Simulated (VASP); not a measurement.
Sb:

```xyz
2
Lattice="2.1542 1.2437 3.7580 -2.1542 1.2437 3.7580 0.0000 -2.4875 3.7580" Properties=species:S:1:pos:R:3 pbc="T T T"
Sb    0.0000    0.0000    8.6416
Sb    0.0000    0.0000    2.6324
```

```yaml
Program: VASP 6.6.1
Task: relaxation of cell and atoms
Functional: PBE
Dispersion: D3(BJ)
Potentials_or_basis: VASP PAW PBE potentials, release 64 (Sb)
Cutoff: 600 eV
k_mesh: 8 × 8 × 8
Occupations: fermi-dirac, width 0.05 eV
Spin: no spin polarisation
```

At the start: pressure 0.2 GPa; volume 30.21 Å³/atom.

Problem. Where does the relaxation end?

Solution. Over 6 steps the energy falls by 3.9 meV/atom and the volume is 29.75 Å³/atom (-1.5 %); space group R-3m (No. 166, to 0.05 Å).

Step by step:
```csv
step,energy change (eV),largest force (eV/Å),pressure (GPa),volume (Å³)
1,0.0000,0.1998,0.17,60.41
2,-0.0033,0.0836,-0.42,60.69
3,-0.0036,0.0274,-0.70,60.83
4,-0.0059,0.0129,-0.48,60.40
5,-0.0077,0.0090,-0.13,59.73
6,-0.0079,0.0158,0.01,59.50
```

Final structure:
```yaml
crystal:
  lattice:
    - [2.16067, 1.24746, 3.67919]
    - [-2.16067, 1.24746, 3.67919]
    - [0.00000, -2.49493, 3.67919]
  atoms:
    - { symbol: Sb, position: [0.76357, 0.76357, 0.76357] }
    - { symbol: Sb, position: [0.23643, 0.23643, 0.23643] }
```

Caveat: pairwise dispersion overbinds metals, which lowers pressure and volume.
